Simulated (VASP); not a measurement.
A run of VASP 6.6.1 is set up as follows.

File INCAR:

```
  PREC = Accurate
  ENCUT = 520
  EDIFF = 1E-8
  ISMEAR = -1
  SIGMA = 0.03
  LREAL = False
  LASPH = True
  NELM = 60
  ALGO = Normal
  ISIF = 2
  LWAVE = False
  LCHARG = False
  GGA = PE
  LEFG = True
  NBANDS = 16
```

KPOINTS

```
regular mesh
0
Gamma
  8 8 8
```

File POSCAR:

```
ZnSe
1.0
    0.0000000000      2.8338000000      2.9188140000
    2.8338000000      0.0000000000      2.9188140000
    2.8338000000      2.8338000000      0.0000000000
Zn Se
1 1
Direct
    0.0000000000      0.0000000000      0.0000000000
    0.7500000000      0.7500000000      0.7500000000
```

Potentials or basis: VASP PAW PBE potentials, release 64 (Zn, Se).

The run is started by

```bash
$ cat potpaw_PBE.64/Zn/POTCAR potpaw_PBE.64/Se/POTCAR > POTCAR
$ mpirun -np 1 vasp_std > vasp.out
```

Task: Predict the pressure.

Result: 0.5 GPa.

Task: What does it give for the band gap on the k mesh?

Result: 1.13 eV, direct.

Electric field gradients, principal values (V/Å²):
| atom | least | middle | greatest (by size) |
| --- | --- | --- | --- |
| 1 Zn | 2.324 | 2.325 | -4.649 |
| 2 Se | -6.334 | -6.334 | 12.668 |

Caveat: the cell differs from its parent crystal (zz strain of +3 %); without QUAD_EFG the Cq values of the log hold for a quadrupole moment of 1 mb, not for the nuclei.
